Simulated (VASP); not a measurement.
A run of VASP 6.6.1 is set up as follows.

POSCAR

```
I
1.0
   -1.6206583380      1.6206583380      4.1228529674
    1.6206583380     -1.6206583380      4.1228529674
    1.6206583380      1.6206583380     -4.1228529674
I
1
Direct
    0.0000000000      0.0000000000      0.0000000000
```

The input INCAR.step1:

```
PREC = Accurate
ENCUT = 520
ISMEAR = 0
SIGMA = 0.1
LREAL = F
LASPH = T
NELM = 100
NBANDS = 10
GGA = PE
ALGO = Normal
EDIFF = 1E-4
LWAVE = T
LCHARG = F
```

INCAR.step2

```
PREC = Accurate
ENCUT = 520
EDIFF = 1E-7
ISMEAR = 0
SIGMA = 0.1
LREAL = F
LASPH = T
NELM = 100
ALGO = Normal
ISIF = 2
LWAVE = F
LCHARG = T
METAGGA = R2SCAN
LMIXTAU = T
LELF = T
LVHAR = T
NBANDS = 10
ISTART = 1
```

Contents of KPOINTS:

```
Automatic mesh
0
Gamma
  18 18 18
```

Potentials or basis: VASP PAW PBE potentials, release 64 (I).

The run is started by

```bash
$ cat potpaw_PBE.64/I/POTCAR > POTCAR
$ cp INCAR.step1 INCAR
$ mpirun -np 1 vasp_std > vasp.out
$ cp INCAR.step2 INCAR
$ mpirun -np 1 vasp_std > vasp.out
```

Q: Estimate the band gap on the k mesh.

A: Zero (an odd number of electrons rules out a gap without spin polarisation).

Q: Predict the pressure.

A: -0.5 GPa.

Caveat: the PAW data sets were made with another functional, which shifts forces and pressure a little; spin-orbit coupling is left out, which moves the levels of the heavy elements; an odd number of electrons without spin polarisation forces a metal; a magnetic or distorted state may lie lower.
